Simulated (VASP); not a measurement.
# ZrNb2N4 (C2/m) in VASP: a series of runs

The runs below take ZrNb2N4 through relaxation of cell and atoms, single point, with PBE.

Everything below comes from runs of VASP 6.6.1. Logs are shortened: lines on timing, memory, paths and dates and some standing lists are left out, and cuts for length are marked.

## (1) The cell of the first run

It takes space group C2/m (No. 12, monoclinic). Conventional cell: a = 11.209 Å, b = 3.211 Å, c = 5.604 Å, α = 90.00°, β = 118.70°, γ = 90.00°. Zr (site symmetry 2/m) has 6 N at 2.22 to 2.24 Å and 2 Nb at 2.56 Å within 2.9 Å. Within 2.9 Å of Nb (site symmetry m) lie 6 N at 2.18 to 2.29 Å and 1 Zr at 2.56 Å. N (site symmetry m) has 3 Nb at 2.18 to 2.20 Å and 1 Zr at 2.22 Å and 12 N at 3.00 to 3.27 Å within 3.3 Å. Within 3.3 Å of N (site symmetry m) lie 2 Zr at 2.24 Å and 3 Nb at 2.25 to 2.29 Å and 12 N at 2.99 to 3.27 Å.

The cell was built from a structure type or drawn by symmetry, and may not be a known phase.

## (2) Relaxation of cell and atoms, PBE

The input, INCAR:

```
ALGO = Normal
EDIFF = 1E-6
EDIFFG = -0.08
ENCUT = 600
GGA = PE
IBRION = 2
ISIF = 3
ISMEAR = 0
LASPH = True
LCHARG = False
LREAL = False
LWAVE = False
NELM = 60
NSW = 36
PREC = Accurate
SIGMA = 0.15
```

The input, KPOINTS:

```
k-points
0
Gamma
  4 4 3
```

The input, POSCAR:

```
ZrNb2N4
1.0
    5.6045558700     -1.6057133200      0.0000000000
    5.6045558700      1.6057133200      0.0000000000
   -2.6914398700      0.0000000000      4.9156036400
Zr Nb N
1 2 4
Direct
    0.0000000000      0.0000000000      0.0000000000
    0.7404379800      0.7404379800      0.7230780100
    0.2595620200      0.2595620200      0.2769219900
    0.8796300300      0.8796300300      0.5486990200
    0.1203699700      0.1203699700      0.4513009800
    0.6313149900      0.6313149900      0.9705690100
    0.3686850100      0.3686850100      0.0294309900
```

Potentials or basis: VASP PAW PBE potentials, release 64 (Zr_sv, Nb_sv, N).

Launch:

```sh
cat potpaw_PBE.64/Zr_sv/POTCAR potpaw_PBE.64/Nb_sv/POTCAR potpaw_PBE.64/N/POTCAR > POTCAR
mpirun -np 1 vasp_std > vasp.out
```

OUTCAR:

```text
EDIFF = 1E-6
   EDIFFG = -0.08
   ENCUT = 600
   GGA = PE
   IBRION = 2
   ISIF = 3
   ISMEAR = 0
   LASPH = True
   LREAL = False
   NELM = 60
   NSW = 36
   PREC = Accurate

 ion  position               nearest neighbor table
   1  0.000  0.000  0.000-   4 2.22   5 2.22   6 2.24   6 2.24   7 2.24   7 2.24   2 2.56   3 2.56

   2  0.740  0.740  0.723-   5 2.18   5 2.18   4 2.20   6 2.25   7 2.29   7 2.29   1 2.56
   3  0.260  0.260  0.277-   4 2.18   4 2.18   5 2.20   7 2.25   6 2.29   6 2.29   1 2.56
   4  0.880  0.880  0.549-   3 2.18   3 2.18   2 2.20   1 2.22
   5  0.120  0.120  0.451-   2 2.18   2 2.18   3 2.20   1 2.22
   6  0.631  0.631  0.971-   1 2.24   1 2.24   2 2.25   3 2.29   3 2.29
   7  0.369  0.369  0.029-   1 2.24   1 2.24   3 2.25   2 2.29   2 2.29

  LATTYP: Found a base centered monoclinic cell.
 ALAT       =    11.2091117400
 B/A-ratio  =     0.2865014387
 C/A-ratio  =     0.4999678544
 COS(beta)  =    -0.4802544536

  Lattice vectors:

 A1 = (   5.6045558700,  -1.6057133200,   0.0000000000)
 A2 = (   5.6045558700,   1.6057133200,   0.0000000000)
 A3 = (  -2.6914398700,   0.0000000000,   4.9156036400)

Analysis of symmetry for initial positions (statically):
=====================================================================
 Subroutine PRICEL returns:
 Original cell was already a primitive cell.

 Routine SETGRP: Setting up the symmetry group for a
 base centered monoclinic supercell.

 Subroutine GETGRP returns: Found  4 space group operations
 (whereof  4 operations were pure point group operations)
 out of a pool of  4 trial point group operations.

The static configuration has the point symmetry C_2h.

Analysis of symmetry for dynamics (positions and initial velocities):
=====================================================================
 Subroutine PRICEL returns:
 Original cell was already a primitive cell.

 Routine SETGRP: Setting up the symmetry group for a
 base centered monoclinic supercell.

 Subroutine GETGRP returns: Found  4 space group operations
 (whereof  4 operations were pure point group operations)
 out of a pool of  4 trial point group operations.

The dynamic configuration has the point symmetry C_2h.

 Subroutine INISYM returns: Found  4 space group operations
 (whereof  4 operations are pure point group operations),
 and found     1 'primitive' translations

----------------------------------------------------------------------------------------

                                     Primitive cell

  volume of cell :      88.4741

  direct lattice vectors                    reciprocal lattice vectors
     5.604555870 -1.605713320  0.000000000     0.089213135 -0.311388088  0.048846857
     5.604555870  1.605713320  0.000000000     0.089213135  0.311388088  0.048846857
    -2.691439870  0.000000000  4.915603640     0.000000000  0.000000000  0.203433815

  length of vectors
     5.830039602  5.830039602  5.604195546     0.327578296  0.327578296  0.203433815

  position of ions in fractional coordinates (direct lattice)
     0.000000000  0.000000000  0.000000000
     0.740437980  0.740437980  0.723078010
     0.259562020  0.259562020  0.276921990
     0.879630030  0.879630030  0.548699020
     0.120369970  0.120369970  0.451300980
     0.631314990  0.631314990  0.970569010
     0.368685010  0.368685010  0.029430990

  ion indices of the primitive-cell ions
   primitive index   ion index
                 1           1
                 2           2
                 3           3
                 4           4
                 5           5
                 6           6
                 7           7

----------------------------------------------------------------------------------------

 KPOINTS: k-points

Automatic generation of k-mesh.
 Grid dimensions read from file:
 generate k-points for:    4    4    3

 Generating k-lattice:

  Cartesian coordinates                     Fractional coordinates (reciprocal lattice)
     0.022303284 -0.077847022  0.012211714     0.250000000  0.000000000 -0.000000000
     0.022303284  0.077847022  0.012211714     0.000000000  0.250000000 -0.000000000
     0.000000000  0.000000000  0.067811272     0.000000000  0.000000000  0.333333333

  Length of vectors
     0.081894574  0.081894574  0.067811272

  Shift w.r.t. Gamma in fractional coordinates (k-lattice)
     0.000000000  0.000000000  0.000000000

 Subroutine IBZKPT returns following result:
 ===========================================

 Found     17 irreducible k-points:

 Following reciprocal coordinates:
            Coordinates               Weight
  0.000000  0.000000  0.000000      1.000000
  0.250000  0.000000 -0.000000      4.000000
  0.500000  0.000000 -0.000000      2.000000
  0.250000  0.250000 -0.000000      2.000000
  0.500000  0.250000 -0.000000      4.000000
 -0.250000  0.250000  0.000000      2.000000
[... 9 lines left out ...]
 -0.250000  0.500000  0.333333      4.000000
 -0.250000 -0.250000  0.333333      2.000000
   k-points           NKPTS =     17   k-points in BZ     NKDIM =     17   number of bands    NBANDS=     34
   number of dos      NEDOS =    301   number of ions     NIONS =      7
   total plane-waves  NPLWV = 110592
   dimension x,y,z NGX =    48 NGY =   48 NGZ =   48
   dimension x,y,z NGXF=    96 NGYF=   96 NGZF=   96
   ions per type =               1   2   4
   NGX,Y,Z   is equivalent  to a cutoff of  13.69, 13.69, 14.24 a.u.
   NGXF,Y,Z  is equivalent  to a cutoff of  27.37, 27.37, 28.48 a.u.
 SYSTEM =  unknown system
   PREC   = accura    normal or accurate (medium, high low for compatibility)
   ISTART =      0    job   : 0-new  1-cont  2-samecut
   ICHARG =      2    charge: 1-file 2-atom 10-const
   ISPIN  =      1    spin polarized calculation?
   LNONCOLLINEAR =      F non collinear calculations
   LSORBIT =      F    spin-orbit coupling
   LASPH  =      T    aspherical Exc in radial PAW
   ENCUT  =  600.0 eV  44.10 Ry    6.64 a.u.  11.64 11.64 11.19*2*pi/ulx,y,z
   NELM   =     60;   NELMIN=  2; NELMDL= -5     # of ELM steps
   EDIFF  = 0.1E-05   stopping-criterion for ELM
   LREAL  =      F    real-space projection
   EDIFFG = -.8E-01   stopping-criterion for IOM
   NSW    =     36    number of steps for IOM
   IBRION =      2    ionic relax: 0-MD 1-quasi-New 2-CG
   NFREE  =      1    steps in history (QN), initial steepest desc. (CG)
   ISIF   =      3    stress and relaxation
   ISYM   =      2    0-nonsym 1-usesym 2-fastsym
   POTIM  = 0.5000    time-step for ionic-motion
   TEBEG  =    0.0;   TEEND  =   0.0 temperature during run
   PSTRESS=    0.0 pullay stress
   NELECT =      58.0000    total number of electrons
   NUPDOWN=      -1.0000    fix difference up-down
   EMIN   =  10.00;   EMAX   =-10.00  energy-range for DOS
   EFERMI =   0.00;   METHOD = LEGACY
   ISMEAR =     0;   SIGMA  =   0.15  broadening in eV -4-tet -1-fermi 0-gaus
   EFERMI_NEDOS =   21; number of points for ismear=-14 and -15
   IALGO  =     38    algorithm
   IMIX   =      4    mixing-type and parameters
     AMIX     =   0.40;   BMIX     =  1.00
     AMIX_MAG =   1.60;   BMIX_MAG =  1.00
  volume/ion in A,a.u.               =      12.64        85.29
  Fermi-wavevector in a.u.,A,eV,Ry     =   1.422150  2.687474 27.517936  2.022511
  Thomas-Fermi vector in A             =   2.542884
   LORBIT       =      0    0 simple, 1 ext, 2 COOP (PROOUT), +10 PAW based schemes
   GGA     = PE    functional components
   LHFCALC =     F    Hartree Fock is set to
   AEXX    =    0.0000 exact exchange contribution
   IVDW    =     0    specifies the selected vdW correction
   LEPSILON=     F    determine dielectric tensor
   LRPA    =     F    only Hartree local field effects (RPA)
 conjugate gradient relaxation of ions
 non-spin polarized calculation
 Gauss-broadening in eV      SIGMA  =   0.15
  energy-cutoff  :      600.00
  volume of cell :       88.47
 maximum number of plane-waves:      2971
 NGX is ok and might be reduce to    48
   NGX = 23   NGY = 23   NGZ = 23

--------------------------------------- Ionic step        1  -------------------------------------------

 number of electron      58.0000000 magnetization

 Free energy of the ion-electron system (eV)
  ---------------------------------------------------
  ext. energy  EPLUGINS =         0.00000000
  ---------------------------------------------------
  free energy    TOTEN  =       -67.79479395 eV

  energy without entropy =      -67.78541198  energy(sigma->0) =      -67.79010297

------------------------ aborting loop because EDIFF is reached ----------------------------------------

  FORCE on cell =-STRESS in cart. coord.  units (eV):
  Direction    XX          YY          ZZ          XY          YZ          ZX
  --------------------------------------------------------------------------------------
  -------------------------------------------------------------------------------------
  Total        5.0246849     -6.9473994     -5.0984042      0.0000000      0.0000000      8.1815620
  in kB       90.9920284   -125.8104696    -92.3270127      0.0000000      0.0000000    148.1599234
  external PRESSURE =     -42.3818180 kB  Pullay stress =       0.0000000 kB
[... 28 lines left out ...]
--------------------------------------- Ionic step        2  -------------------------------------------

 number of electron      58.0000000 magnetization

 E-fermi :  10.0513     XC(G=0): -11.9716

 val. band max:        9.9841147801   @ k =   0.2500   0.0000  -0.0000
 cond. band min:      10.0815544342   @ k =   0.0000   0.0000   0.3333
 fundamental gap:      0.0974396541
 Fermi energy:        10.0512571506

 k-point     1 :       0.0000    0.0000    0.0000
  band No.  band energies     occupation
      1     -46.0345      2.00000
      2     -45.9273      2.00000
      3     -39.3975      2.00000
      4     -22.6624      2.00000
      5     -22.2010      2.00000
      6     -22.0072      2.00000
[... 693 lines left out ...]
  FREE ENERGIE OF THE ION-ELECTRON SYSTEM (eV)
  ---------------------------------------------------
  free  energy   TOTEN  =       -69.6123686501 eV

  energy  without entropy=      -69.5850973193  energy(sigma->0) =      -69.59873298

[... ionic steps 4 to 7 ...]

--------------------------------------- Ionic step        8  -------------------------------------------

 number of electron      58.0000001 magnetization

------------------------ aborting loop because EDIFF is reached ----------------------------------------
[... 77 lines left out ...]
--------------------------------------- Ionic step       10  -------------------------------------------

 number of electron      58.0000000 magnetization

 Free energy of the ion-electron system (eV)
  ---------------------------------------------------
  ext. energy  EPLUGINS =         0.00000000
  ---------------------------------------------------
  free energy    TOTEN  =       -69.87605330 eV

  energy without entropy =      -69.84975332  energy(sigma->0) =      -69.86290331

 E-fermi :   9.6162     XC(G=0): -11.7805

 val. band max:        9.6128328260   @ k =  -0.2500   0.2500   0.3333
 cond. band min:       9.6259480806   @ k =   0.5000   0.0000   0.3333
 fundamental gap:      0.0131152546
 Fermi energy:         9.6162299830

 k-point     1 :       0.0000    0.0000    0.0000
  band No.  band energies     occupation
      1     -46.6148      2.00000
      2     -46.5375      2.00000
      3     -39.8664      2.00000
      4     -23.1072      2.00000
      5     -22.7176      2.00000
      6     -22.5765      2.00000
[... 652 lines left out ...]
  FREE ENERGIE OF THE ION-ELECTRON SYSTEM (eV)
  ---------------------------------------------------
  free  energy   TOTEN  =       -69.8760532972 eV

  energy  without entropy=      -69.8497533198  energy(sigma->0) =      -69.86290331

 reached required accuracy - stopping structural energy minimisation
```

Wall time 20 min (1 thread of Intel Xeon 8259CL, shared host); peak memory 0.38 GiB.

What came out:

| Property | Result |
| --- | --- |
| Free energy | -69.8761 eV |
| Relaxed volume | 12.44 Å³/atom |
| Relaxed cell | a = 6.057 Å, b = 6.057 Å, c = 5.304 Å, α = 115.67°, β = 115.67°, γ = 30.04° |
| Space group after relaxing (to 0.1 Å) | C2/m (No. 12) |
| Energy gained by relaxing | 297.3 meV/atom |
| Ionic steps | 10 |
| Pressure after relaxing | 0.0 GPa |
| Largest force after relaxing | 0.076 eV/Å |
| Band gap on the k mesh | zero (bands 29 and 30 overlap by 0.59 eV) |

Forces on the atoms (eV/Å):
```
Zr   0.000  0.000  0.000
Nb  -0.054  0.000 -0.049
Nb   0.054  0.000  0.049
N    0.009  0.000  0.075
N   -0.009  0.000 -0.075
N    0.033  0.000  0.042
N   -0.033  0.000 -0.042
```

Stress tensor (GPa, compression positive):
```
-0.03  0.00  0.13
 0.00  0.09  0.00
 0.13  0.00 -0.04
```

Step by step:
| step | energy change (eV) | largest force (eV/Å) | pressure (GPa) | volume (Å³) |
| --- | --- | --- | --- | --- |
| 1 | 0.0000 | 3.7594 | -4.24 | 88.47 |
| 2 | -1.7789 | 1.5052 | 11.22 | 83.82 |
| 3 | -1.8176 | 1.4598 | 8.45 | 84.39 |
| 4 | -1.8576 | 0.7545 | -10.36 | 91.30 |
| 5 | -2.0153 | 0.5928 | -2.41 | 87.95 |
| 6 | -2.0718 | 0.1374 | 0.27 | 86.92 |
| 7 | -2.0721 | 0.1404 | 0.45 | 86.85 |
| 8 | -2.0786 | 0.1013 | -0.19 | 87.13 |
| 9 | -2.0786 | 0.1000 | -0.20 | 87.13 |
| 10 | -2.0813 | 0.0758 | 0.01 | 87.05 |

Final structure:
```
Zr Nb N
1.0
     5.84427   -1.56956    0.25109
     5.84427    1.56956    0.25109
    -2.58008    0.00000    4.63420
Zr Nb N
1 2 4
Cartesian
  0.0000 0.0000 0.0000
  6.5575 0.0000 3.7030
  2.5510 0.0000 1.4334
  8.7067 0.0000 2.9516
  0.4017 0.0000 2.1848
  4.8870 0.0000 4.9342
  4.2215 0.0000 0.2022
```

Caveat: the k points lie up to 0.52 Å⁻¹ apart in the final cell, too coarse for converged energies and pressures of a metal; the relaxation stopped at a loose force limit of 0.08 eV/Å, so its end isn't a converged minimum.

## (3) Single point, PBE

This run uses another cell than the first one, of 12.43 Å³/atom.

The input, INCAR:

```
SYSTEM = ZrNb2N4
PREC = Accurate
ENCUT = 520
EDIFF = 1E-6
ISMEAR = 0
SIGMA = 0.2
LREAL = .FALSE.
LASPH = .TRUE.
NELM = 60
ALGO = Normal
ISIF = 2
LWAVE = .FALSE.
LCHARG = .FALSE.
GGA = PE
NBANDS = 38
```

The input, KPOINTS:

```
regular mesh
0
G
  8 4 8
  0 0 0
```

The input, POSCAR:

```
ZrNb2N4
1.0
    0.0000000000      3.1418701023      0.0000000000
   -2.3750582762      0.0000000000      4.7659649634
    5.8099496268     -1.5709350512      0.0055621601
Zr Nb N
1 2 4
Direct
    0.0000000000      0.0000000000      0.0000000000
    0.7177521366      0.7183706391      0.4355042732
    0.2822478634      0.2816293609      0.5644957268
    0.8655759991      0.5471702139      0.7311519982
    0.1344240009      0.4528297861      0.2688480018
    0.6404911524      0.0010032701      0.2809823048
    0.3595088476      0.9989967299      0.7190176952
```

Potentials or basis: VASP PAW PBE potentials, release 64 (Zr_sv, Nb_sv, N).

Launch:

```sh
cat potpaw_PBE.64/Zr_sv/POTCAR potpaw_PBE.64/Nb_sv/POTCAR potpaw_PBE.64/N/POTCAR > POTCAR
mpirun -np 1 vasp_std > vasp.out
```

Wall time 6 min (1 thread of Intel Xeon 8259CL, shared host); peak memory 0.36 GiB.

It converged, with:

```yaml
Free_energy: -69.8585 eV
Pressure: -0.2 GPa
Largest_force: 0.038 eV/Å
Band_gap_on_the_k_mesh: zero (bands 29 and 30 overlap by 1.14 eV)
```

Forces on the atoms (eV/Å):
```
Zr   0.000  0.000  0.000
Nb   0.005  0.000 -0.006
Nb  -0.005  0.000  0.006
N   -0.011  0.000 -0.037
N    0.011  0.000  0.037
N    0.024  0.000 -0.012
N   -0.024  0.000  0.012
```

Levels at points of the mesh, in eV from the Fermi level:
```tsv
k point	band 25	band 26	band 27	band 28	band 29	band 30	band 31	band 32	band 33	band 34
(0.00, 0.00, 0.00)	-3.67	-2.55	-2.22	-1.77	-1.24	0.14	0.21	0.33	2.17	2.19
(0.50, 0.00, 0.00)	-3.89	-3.49	-2.77	-2.66	0.43	0.99	1.10	1.30	1.87	2.19
(0.00, 0.50, 0.00)	-3.52	-3.34	-3.01	-2.12	-0.70	0.36	0.61	0.87	1.82	1.93
(0.50, 0.50, 0.00)	-3.70	-2.99	-2.53	-2.39	-1.24	0.05	1.56	2.07	2.20	2.21
(0.00, 0.00, 0.50)	-3.55	-3.09	-2.63	-2.11	-1.01	0.26	0.68	1.17	1.55	2.19
(0.00, 0.50, 0.50)	-3.97	-3.38	-2.35	-2.09	-0.99	0.80	1.29	1.31	1.34	1.42
```
